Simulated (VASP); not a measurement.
# PbO (P4/nmm) in VASP: notebook

The runs below take PbO through single point, with PBE-based screened hybrid with 25 % exact exchange, PBE.

All numbers are computed with VASP 6.6.1; they aren't measurements. Logs are shortened: lines on timing, memory, paths and dates and some standing lists are left out, and cuts for length are marked.

### 1 The cell of the first run

It takes space group P4/nmm (No. 129, tetragonal). Conventional cell: a = 3.990 Å, b = 3.990 Å, c = 5.010 Å, α = 90.00°, β = 90.00°, γ = 90.00°. Within 3.1 Å of Pb (site symmetry 4mm) lie 4 O at 2.33 Å. O (site symmetry -4m2) has 4 Pb at 2.33 Å and 4 O at 2.82 Å within 3.1 Å.

### 2 Single point, PBE-based screened hybrid with 25 % exact exchange

The input, POSCAR:

```
PbO
1.0
    3.9900000000      0.0000000000      0.0000000000
    0.0000000000      3.9900000000      0.0000000000
    0.0000000000      0.0000000000      5.0100000000
Pb O
2 2
Direct
    0.5000000000      0.0000000000      0.7600000000
    0.0000000000      0.5000000000      0.2400000000
    0.5000000000      0.5000000000      0.0000000000
    0.0000000000      0.0000000000      0.0000000000
```

The input, INCAR.step1:

```
PREC = Accurate
ENCUT = 520
EDIFF = 1E-5
ISMEAR = -1
SIGMA = 0.05
LREAL = F
LASPH = T
NELM = 120
ALGO = Normal
ISIF = 2
LWAVE = T
LCHARG = F
NBANDS = 28
GGA = PE
GGA_COMPAT = F
```

The input, INCAR.step2:

```
PREC = Accurate
ENCUT = 520
EDIFF = 1E-6
ISMEAR = -1
SIGMA = 0.05
LREAL = F
LASPH = T
NELM = 120
ALGO = Normal
ISIF = 2
LWAVE = F
LCHARG = F
GGA = PE
LHFCALC = T
AEXX = 0.25
HFSCREEN = 0.2078699
PRECFOCK = Normal
NBANDS = 28
ISTART = 1
GGA_COMPAT = F
```

The input, KPOINTS:

```
Automatic mesh
0
Gamma
  4 4 3
```

Potentials or basis: VASP PAW PBE potentials, release 64 (Pb_d, O).

On the command line:

```
$ cat potpaw_PBE.64/Pb_d/POTCAR potpaw_PBE.64/O/POTCAR > POTCAR
$ cp INCAR.step1 INCAR
$ mpirun -np 1 vasp_std > vasp.out
$ cp INCAR.step2 INCAR
$ mpirun -np 1 vasp_std > vasp.out
```

OUTCAR:

```text
PREC = Accurate
   ENCUT = 520
   EDIFF = 1E-6
   ISMEAR = -1
   LREAL = F
   LASPH = T
   NELM = 120
   ISIF = 2
   GGA = PE
   LHFCALC = T
   AEXX = 0.25
   HFSCREEN = 0.2078699
   PRECFOCK = Normal
   ISTART = 1

 ion  position               nearest neighbor table
   1  0.500  0.000  0.760-   3 2.33   4 2.33   3 2.33   4 2.33   2 3.71   2 3.71   2 3.71   2 3.71
                             2 3.84   2 3.84   2 3.84   2 3.84
   2  0.000  0.500  0.240-   3 2.33   4 2.33   4 2.33   3 2.33   1 3.71   1 3.71   1 3.71   1 3.71
                             1 3.84   1 3.84   1 3.84   1 3.84
   3  0.500  0.500  0.000-   1 2.33   2 2.33   1 2.33   2 2.33
   4  0.000  0.000  0.000-   1 2.33   2 2.33   2 2.33   1 2.33

  LATTYP: Found a simple tetragonal cell.
 ALAT       =     3.9900000000
 C/A-ratio  =     1.2556390977

  Lattice vectors:

 A1 = (   3.9900000000,   0.0000000000,   0.0000000000)
 A2 = (   0.0000000000,   3.9900000000,   0.0000000000)
 A3 = (   0.0000000000,   0.0000000000,   5.0100000000)

Analysis of symmetry for initial positions (statically):
=====================================================================
 Subroutine PRICEL returns:
 Original cell was already a primitive cell.

 Routine SETGRP: Setting up the symmetry group for a
 simple tetragonal supercell.

 Subroutine GETGRP returns: Found 16 space group operations
 (whereof  8 operations were pure point group operations)
 out of a pool of 16 trial point group operations.

The static configuration has the point symmetry D_2d.
 The point group associated with its full space group is D_4h.

Analysis of symmetry for dynamics (positions and initial velocities):
=====================================================================
 Subroutine PRICEL returns:
 Original cell was already a primitive cell.

 Routine SETGRP: Setting up the symmetry group for a
 simple tetragonal supercell.

 Subroutine GETGRP returns: Found 16 space group operations
 (whereof  8 operations were pure point group operations)
 out of a pool of 16 trial point group operations.

The dynamic configuration has the point symmetry D_2d.
 The point group associated with its full space group is D_4h.

 Subroutine INISYM returns: Found 16 space group operations
 (whereof  8 operations are pure point group operations),
 and found     1 'primitive' translations

----------------------------------------------------------------------------------------

                                     Primitive cell

  volume of cell :      79.7597

  direct lattice vectors                    reciprocal lattice vectors
     3.990000000  0.000000000  0.000000000     0.250626566  0.000000000  0.000000000
     0.000000000  3.990000000  0.000000000     0.000000000  0.250626566  0.000000000
     0.000000000  0.000000000  5.010000000     0.000000000  0.000000000  0.199600798

  length of vectors
     3.990000000  3.990000000  5.010000000     0.250626566  0.250626566  0.199600798

  position of ions in fractional coordinates (direct lattice)
     0.500000000  0.000000000  0.760000000
     0.000000000  0.500000000  0.240000000
     0.500000000  0.500000000  0.000000000
     0.000000000  0.000000000  0.000000000

  ion indices of the primitive-cell ions
   primitive index   ion index
                 1           1
                 2           2
                 3           3
                 4           4

----------------------------------------------------------------------------------------

 KPOINTS: Automatic mesh

Automatic generation of k-mesh.
 Grid dimensions read from file:
 generate k-points for:    4    4    3

 Generating k-lattice:

  Cartesian coordinates                     Fractional coordinates (reciprocal lattice)
     0.062656642  0.000000000  0.000000000     0.250000000  0.000000000  0.000000000
     0.000000000  0.062656642  0.000000000     0.000000000  0.250000000  0.000000000
     0.000000000  0.000000000  0.066533599     0.000000000  0.000000000  0.333333333

  Length of vectors
     0.062656642  0.062656642  0.066533599

  Shift w.r.t. Gamma in fractional coordinates (k-lattice)
     0.000000000  0.000000000  0.000000000

 Subroutine IBZKPT returns following result:
 ===========================================

 Found     12 irreducible k-points:

 Following reciprocal coordinates:
            Coordinates               Weight
  0.000000  0.000000  0.000000      1.000000
  0.250000  0.000000  0.000000      4.000000
  0.500000  0.000000  0.000000      2.000000
  0.250000  0.250000  0.000000      4.000000
  0.500000  0.250000  0.000000      4.000000
  0.500000  0.500000  0.000000      1.000000
  0.000000  0.000000  0.333333      2.000000
  0.250000  0.000000  0.333333      8.000000
  0.500000  0.000000  0.333333      4.000000
  0.250000  0.250000  0.333333      8.000000
  0.500000  0.250000  0.333333      8.000000
  0.500000  0.500000  0.333333      2.000000
   k-points           NKPTS =     12   k-points in BZ     NKDIM =     48   number of bands    NBANDS=     28
   number of dos      NEDOS =    301   number of ions     NIONS =      4
   total plane-waves  NPLWV =  36000
   dimension x,y,z NGX =    30 NGY =   30 NGZ =   40
   dimension x,y,z NGXF=    60 NGYF=   60 NGZF=   80
   ions per type =               2   2
   NGX,Y,Z   is equivalent  to a cutoff of  12.50, 12.50, 13.27 a.u.
   NGXF,Y,Z  is equivalent  to a cutoff of  25.00, 25.00, 26.55 a.u.
 SYSTEM =  unknown system
   PREC   = accura    normal or accurate (medium, high low for compatibility)
   ISTART =      1    job   : 0-new  1-cont  2-samecut
   ICHARG =      0    charge: 1-file 2-atom 10-const
   ISPIN  =      1    spin polarized calculation?
   LNONCOLLINEAR =      F non collinear calculations
   LSORBIT =      F    spin-orbit coupling
   LASPH  =      T    aspherical Exc in radial PAW
   ENCUT  =  520.0 eV  38.22 Ry    6.18 a.u.   7.42  7.42  9.32*2*pi/ulx,y,z
   NELM   =    120;   NELMIN=  2; NELMDL=  0     # of ELM steps
   EDIFF  = 0.1E-05   stopping-criterion for ELM
   LREAL  =      F    real-space projection
   EDIFFG = 0.1E-04   stopping-criterion for IOM
   NSW    =      0    number of steps for IOM
   IBRION =     -1    ionic relax: 0-MD 1-quasi-New 2-CG
   NFREE  =      0    steps in history (QN), initial steepest desc. (CG)
   ISIF   =      2    stress and relaxation
   ISYM   =      3    0-nonsym 1-usesym 2-fastsym
   POTIM  = 0.5000    time-step for ionic-motion
   TEBEG  =    0.0;   TEEND  =   0.0 temperature during run
   PSTRESS=    0.0 pullay stress
   NELECT =      40.0000    total number of electrons
   NUPDOWN=      -1.0000    fix difference up-down
   EMIN   =  10.00;   EMAX   =-10.00  energy-range for DOS
   EFERMI =   0.00;   METHOD = LEGACY
   ISMEAR =    -1;   SIGMA  =   0.05  broadening in eV -4-tet -1-fermi 0-gaus
   EFERMI_NEDOS =   21; number of points for ismear=-14 and -15
   IALGO  =     38    algorithm
   IMIX   =      1    mixing-type and parameters
     AMIX     =   0.40;   BMIX     =  1.00
     AMIX_MAG =   1.60;   BMIX_MAG =  1.00
  volume/ion in A,a.u.               =      19.94       134.56
  Fermi-wavevector in a.u.,A,eV,Ry     =   1.300670  2.457909 23.017539  1.691741
  Thomas-Fermi vector in A             =   2.431853
   LORBIT       =      0    0 simple, 1 ext, 2 COOP (PROOUT), +10 PAW based schemes
   GGA     = PE    functional components
   LHFCALC =     T    Hartree Fock is set to
   PRECFOCK=normal    Normal, Fast or Accurate (Low or Medium for compatibility)
   ENCUT4O =  -1.0   cutoff for four orbital integrals eV
   NKREDX  =     1    reduce k-point grid by
   NKREDY  =     1    reduce k-point grid by
   NKREDZ  =     1    reduce k-point grid by
   AEXX    =    0.2500 exact exchange contribution
   HFSCREEN=    0.2079 screening length (either q_TF or 0.3 A-1)
   HFSCREENC=   0.2079 screening length for correlation (either q_TF or 0.3 A-1)
   ENCUTFOCK=  -1.0 apply spherical cutoff to Coloumb kernel
   IVDW    =     0    specifies the selected vdW correction
   LEPSILON=     F    determine dielectric tensor
   LRPA    =     F    only Hartree local field effects (RPA)
 non-spin polarized calculation
  energy-cutoff  :      520.00
  volume of cell :       79.76
 maximum number of plane-waves:      2186
 NGX is ok and might be reduce to    30
  NGX = 24; NGY = 24; NGZ = 28

 number of electron      39.9999999 magnetization

 Free energy of the ion-electron system (eV)
  ---------------------------------------------------
  ext. energy  EPLUGINS =         0.00000000
  ---------------------------------------------------
  free energy    TOTEN  =       -26.44649800 eV

  energy without entropy =      -26.44649800  energy(sigma->0) =      -26.44649800

 E-fermi :   5.4550     XC(G=0):  -8.1228

 val. band max:        4.5663096175   @ k =   0.0000   0.0000   0.0000
 cond. band min:       6.3786986058   @ k =   0.5000   0.5000   0.0000
 fundamental gap:      1.8123889883
 Fermi energy:         5.4549513460

 k-point     1 :       0.0000    0.0000    0.0000
  band No.  band energies     occupation
      1     -15.7727      2.00000
      2     -15.1385      2.00000
      3     -13.0065      2.00000
      4     -13.0065      2.00000
      5     -12.9447      2.00000
      6     -12.9311      2.00000
[... 20 lines left out ...]
     27      12.9918      0.00000
     28      13.4992      0.00000

 k-point     2 :       0.2500    0.0000    0.0000
  band No.  band energies     occupation
      1     -15.6386      2.00000
      2     -15.1978      2.00000
      3     -12.9759      2.00000
      4     -12.9753      2.00000
      5     -12.9109      2.00000
      6     -12.8874      2.00000
[... 20 lines left out ...]
     27      13.4566      0.00000
     28      16.5323      0.00000

 k-point     3 :       0.5000    0.0000    0.0000
  band No.  band energies     occupation
      1     -15.3836      2.00000
      2     -15.3836      2.00000
      3     -12.9144      2.00000
      4     -12.9144      2.00000
      5     -12.9079      2.00000
      6     -12.9079      2.00000
[... 20 lines left out ...]
     27      14.6561      0.00000
     28      14.6561      0.00000

 k-point     4 :       0.2500    0.2500    0.0000
  band No.  band energies     occupation
      1     -15.5409      2.00000
      2     -15.2365      2.00000
      3     -12.9735      2.00000
      4     -12.9088      2.00000
      5     -12.8882      2.00000
      6     -12.8633      2.00000
[... 20 lines left out ...]
     27      14.3799      0.00000
     28      15.2458      0.00000

 k-point     5 :       0.5000    0.2500    0.0000
  band No.  band energies     occupation
      1     -15.3632      2.00000
      2     -15.3632      2.00000
      3     -12.8973      2.00000
      4     -12.8973      2.00000
      5     -12.8852      2.00000
      6     -12.8852      2.00000
[... 20 lines left out ...]
     27      14.3992      0.00000
     28      14.3992      0.00000

 k-point     6 :       0.5000    0.5000    0.0000
  band No.  band energies     occupation
      1     -15.3471      2.00000
      2     -15.3471      2.00000
      3     -12.9052      2.00000
      4     -12.9052      2.00000
      5     -12.8284      2.00000
      6     -12.8284      2.00000
[... 20 lines left out ...]
     27      14.6675      0.00000
     28      14.6675      0.00000

 k-point     7 :       0.0000    0.0000    0.3333
  band No.  band energies     occupation
      1     -15.7542      2.00000
      2     -15.1265      2.00000
      3     -12.9719      2.00000
      4     -12.9654      2.00000
      5     -12.9654      2.00000
      6     -12.8937      2.00000
[... 20 lines left out ...]
     27      14.1345      0.00000
     28      14.1345      0.00000

 k-point     8 :       0.2500    0.0000    0.3333
  band No.  band energies     occupation
      1     -15.6326      2.00000
      2     -15.1941      2.00000
      3     -12.9705      2.00000
      4     -12.9438      2.00000
      5     -12.9225      2.00000
      6     -12.8910      2.00000
[... 20 lines left out ...]
     27      14.4696      0.00000
     28      16.3392      0.00000

 k-point     9 :       0.5000    0.0000    0.3333
  band No.  band energies     occupation
      1     -15.3900      2.00000
      2     -15.3900      2.00000
      3     -12.9545      2.00000
      4     -12.9545      2.00000
      5     -12.9050      2.00000
      6     -12.9050      2.00000
[... 20 lines left out ...]
     27      15.2324      0.00000
     28      15.2324      0.00000

 k-point    10 :       0.2500    0.2500    0.3333
  band No.  band energies     occupation
      1     -15.5409      2.00000
      2     -15.2351      2.00000
      3     -12.9436      2.00000
      4     -12.9382      2.00000
      5     -12.8955      2.00000
      6     -12.8597      2.00000
[... 20 lines left out ...]
     27      15.3192      0.00000
     28      16.2301      0.00000

 k-point    11 :       0.5000    0.2500    0.3333
  band No.  band energies     occupation
      1     -15.3667      2.00000
      2     -15.3667      2.00000
      3     -12.9212      2.00000
      4     -12.9212      2.00000
      5     -12.8658      2.00000
      6     -12.8658      2.00000
[... 20 lines left out ...]
     27      15.6722      0.00000
     28      15.6722      0.00000

 k-point    12 :       0.5000    0.5000    0.3333
  band No.  band energies     occupation
      1     -15.3478      2.00000
      2     -15.3478      2.00000
      3     -12.8767      2.00000
      4     -12.8767      2.00000
      5     -12.8283      2.00000
      6     -12.8283      2.00000
[... 20 lines left out ...]
     27      15.9693      0.00000
     28      15.9693      0.00000

------------------------ aborting loop because EDIFF is reached ----------------------------------------

  FORCE on cell =-STRESS in cart. coord.  units (eV):
  Direction    XX          YY          ZZ          XY          YZ          ZX
  --------------------------------------------------------------------------------------
  -------------------------------------------------------------------------------------
  Total       -0.3289915     -0.3289915     -0.4234739      0.0000000      0.0000000      0.0000000
  in kB       -6.6086343     -6.6086343     -8.5065558      0.0000000      0.0000000      0.0000000
  external PRESSURE =      -7.2412748 kB  Pullay stress =       0.0000000 kB

 VOLUME and BASIS-vectors are now :
 -----------------------------------------------------------------------------
  energy-cutoff  :      520.00
  volume of cell :       79.76
      direct lattice vectors                 reciprocal lattice vectors
     3.990000000  0.000000000  0.000000000     0.250626566  0.000000000  0.000000000
     0.000000000  3.990000000  0.000000000     0.000000000  0.250626566  0.000000000
     0.000000000  0.000000000  5.010000000     0.000000000  0.000000000  0.199600798

 POSITION                                       TOTAL-FORCE (eV/Angst)
 -----------------------------------------------------------------------------------
      1.99500      0.00000      3.80760         0.000000      0.000000      0.587882
      0.00000      1.99500      1.20240         0.000000     -0.000000     -0.587882
      1.99500      1.99500      0.00000         0.000000      0.000000      0.000000
      0.00000      0.00000      0.00000         0.000000     -0.000000      0.000000
 -----------------------------------------------------------------------------------
    total drift:                               -0.000001      0.000003     -0.000001

  FREE ENERGIE OF THE ION-ELECTRON SYSTEM (eV)
  ---------------------------------------------------
  free  energy   TOTEN  =       -26.4464979988 eV

  energy  without entropy=      -26.4464979973  energy(sigma->0) =      -26.44649800
```

It took 37 min on 1 thread of Intel Xeon Platinum 8259CL at 2.50GHz (Skylake/Cascade Lake), shared host; peak memory 0.31 GiB.

What came out:

```yaml
Free_energy: -26.4465 eV
Pressure: -0.7 GPa
Largest_force: 0.588 eV/Å
Band_gap_on_the_k_mesh: 1.81 eV (least direct gap 3.21 eV)
```

Forces on the atoms (eV/Å):
```
Pb   0.000  0.000  0.588
Pb   0.000  0.000 -0.588
O    0.000  0.000  0.000
O    0.000  0.000  0.000
```

Caveat: the PAW data sets were made with another functional, which shifts forces and pressure a little; spin-orbit coupling is left out, which moves the levels of the heavy elements. A k mesh can miss the band edges.

### 3 Single point, PBE, non-collinear spin, zero start, spin-orbit coupling

This run uses another cell than the first one, of 20.34 Å³/atom.

The input, INCAR:

```
SYSTEM = PbO
ALGO = Normal
EDIFF = 1E-6
ENCUT = 600
GGA = PE
GGA_COMPAT = .FALSE.
ISIF = 2
ISMEAR = -1
LASPH = .TRUE.
LCHARG = .FALSE.
LORBIT = 11
LORBMOM = .TRUE.
LREAL = .FALSE.
LSORBIT = .TRUE.
LWAVE = .FALSE.
MAGMOM = 0 0 0 0 0 0 0 0 0 0 0 0
NBANDS = 54
NELM = 200
PREC = Accurate
SIGMA = 0.05
```

The input, KPOINTS:

```
k-points
0
G
  7 7 6
  0 0 0
```

The input, POSCAR:

```
PbO
1.0
    4.0164246111      0.0000000000      0.0000000000
    0.0000000000      4.0164246111      0.0000000000
    0.0000000000      0.0000000000      5.0431797749
Pb O
2 2
Direct
    0.5000000000      0.0000000000      0.7600000000
    0.0000000000      0.5000000000      0.2400000000
    0.5000000000      0.5000000000      0.0000000000
    0.0000000000      0.0000000000      0.0000000000
```

Potentials or basis: VASP PAW PBE potentials, release 64 (Pb_d, O).

On the command line:

```
$ cat potpaw_PBE.64/Pb_d/POTCAR potpaw_PBE.64/O/POTCAR > POTCAR
$ mpirun -np 1 vasp_ncl > vasp.out
```

It took 3.4 min on 1 thread of Intel Xeon 6975P-C (Granite Rapids), shared host; peak memory 0.54 GiB.

It converged, with:

```yaml
Free_energy: -22.2172 eV
Pressure: 1.2 GPa
Largest_force: 0.196 eV/Å
Net_moment: 0.00 μB per cell
Valence_electrons_inside_the_program's_atomic_spheres: Pb 11.87; O 4.95
```

Forces on the atoms (eV/Å):
```
Pb   0.000  0.000  0.196
Pb   0.000  0.000 -0.196
O    0.000  0.000  0.000
O    0.000  0.000  0.000
```

Stress tensor (GPa, compression positive):
```
1.43 0.00 0.00
0.00 1.43 0.00
0.00 0.00 0.80
```

Moments on the atoms (μB; x, y, z):
```
Pb  0.00 0.00 0.00
Pb  0.00 0.00 0.00
O   0.00 0.00 0.00
O   0.00 0.00 0.00
```
